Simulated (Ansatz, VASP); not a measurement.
# CaO in VASP and in Ansatz

```xyz
2
Lattice="0.0000 2.6237 2.6237 2.6237 0.0000 2.6237 2.6237 2.6237 0.0000" Properties=species:S:1:pos:R:3 pbc="T T T"
Ca    0.0000    0.0000    0.0000
O     1.3119    1.3119    1.3119
```

Alike in both runs: task single point; functional r2SCAN; k mesh 8 × 8 × 8; occupations gaussian, width 0.05 eV; no spin polarisation.

|  | VASP | Ansatz |
| --- | --- | --- |
| version | VASP 6.6.1 | Ansatz 0.2.0 |
| potentials or method | VASP PAW PBE potentials, release 64 (Ca_sv, O), cutoff 520 eV | scalar-relativistic, plane waves, PAW |
| valence electrons in the cell | 16 | 16 |

|  | VASP | Ansatz | Ansatz less VASP |
| --- | --- | --- | --- |
| gap on the k mesh at the Fermi level (eV) | 3.67 | 3.69 | +0.024 |
| least direct gap on the mesh (eV) | 4.26 | 4.27 | +0.016 |
| pressure (GPa) | -0.7 | -1.6 | -0.87 |

VASP's potentials were made for PBE, not for r2SCAN.
